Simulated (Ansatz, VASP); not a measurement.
## Rb2ZrH4: VASP beside Ansatz

```
CELL_PARAMETERS angstrom
5.39899 0.00000 0.00000
-2.69950 4.67567 0.00000
0.00000 0.00000 6.00279
ATOMIC_POSITIONS crystal
Rb 0.33333 0.66667 0.00000
Rb 0.66667 0.33333 0.00000
Zr 0.00000 0.00000 0.50000
H 0.33333 0.66667 0.50000
H 0.66667 0.33333 0.50000
H 0.00000 0.00000 0.74434
H 0.00000 0.00000 0.25566
```

Alike in both runs: task relaxation of cell and atoms; functional PBE; k mesh 3 × 3 × 2; occupations gaussian, width 0.15 eV; no spin polarisation.

|  | VASP | Ansatz |
| --- | --- | --- |
| version | VASP 6.6.1 | Ansatz 0.2.0 |
| potentials or method | VASP PAW PBE potentials, release 64 (Rb_sv, Zr_sv, H), cutoff 600 eV | scalar-relativistic, plane waves, PAW |
| valence electrons in the cell | 34 | 34 |

VASP gave:

| Item | Value |
| --- | --- |
| gap on the k mesh at the Fermi level, each at its own relaxed structure (eV) | none |
| relaxed volume (Å³/atom) | 18.23 |
| relaxed cell length with the largest relative difference (Å) | 6.344 |

Task: Which values does Ansatz return?

Result: gap on the k mesh at the Fermi level, each at its own relaxed structure (eV): none; relaxed volume (Å³/atom): 18.04; relaxed cell length with the largest relative difference (Å): 6.280.

A gap of «none» marks a metal or a gap that the smearing closes.

The k mesh is coarse, so the values compare programs but aren't converged. Noted on VASP's run: the volume moved by over 15 % at a fixed basis, so the end points are rough.
